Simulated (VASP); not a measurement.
Write the native input for VASP 6.6.1 that does the following.

```yaml
Task: single point
Functional: PBE
Potentials_or_basis: VASP PAW PBE potentials, release 64 (Co_sv, O)
Cutoff: 600 eV
k_mesh: 10 × 10 × 10
Occupations: gaussian, width 0.024 eV
Spin: collinear spin, ferromagnetic start
Starting_moments: "[2.0, 0.0] μB"
Dipole_correction: no
Second_run: valence_matched
Further_INCAR_settings: ALGO = Normal; EDIFF = 1e-06; NBANDS = 22
```

The structure of CoO lies in POSCAR:

```
CoO
1.0
    0.0000000000      2.3436418400      2.3436418400
    2.3436418400      0.0000000000      2.3436418400
    2.3436418400      2.3436418400      0.0000000000
Co O
1 1
Direct
    0.0000000000      0.0000000000      0.0000000000
    0.2500000000      0.2500000000      0.2500000000
```

The input as run:

INCAR

```
SYSTEM = CoO
PREC = Accurate
ENCUT = 600
EDIFF = 1E-6
ISMEAR = 0
SIGMA = 0.024
LREAL = .False.
LASPH = .True.
NELM = 200
ALGO = Normal
ISIF = 2
LWAVE = .False.
LCHARG = .False.
ISPIN = 2
MAGMOM = 2 0
LORBIT = 11
LMAXMIX = 4
GGA = PE
NBANDS = 22
GGA_COMPAT = .False.
```

KPOINTS

```
Automatic mesh
0
Gamma
  10 10 10
  0 0 0
```

Potentials or basis: VASP PAW PBE potentials, release 64 (Co_sv, O).

Command:

```console
$ cat potpaw_PBE.64/Co_sv/POTCAR potpaw_PBE.64/O/POTCAR > POTCAR
$ mpirun -np 1 vasp_std > vasp.out
```

Results of the run:

| Quantity | Value |
| --- | --- |
| Pressure | -13.9 GPa |
| Band gap on the k mesh | zero (filled and empty bands overlap) |
| Net moment | 2.99 μB per cell |
| Site moments | Co +2.49; O +0.32 μB |
| Valence electrons inside the program's atomic spheres | Co 14.87; O 4.94 |

Caveat: a cell with one magnetic atom can't hold antiferromagnetic order, which such compounds often take; semilocal functionals often make such compounds metallic where correlation or magnetic order opens a gap, which also shifts bond lengths.

It took 42 s on 1 thread of Intel(R) Xeon(R) 6975P-C (Granite Rapids), with other jobs on the host, peak memory 0.19 GiB.
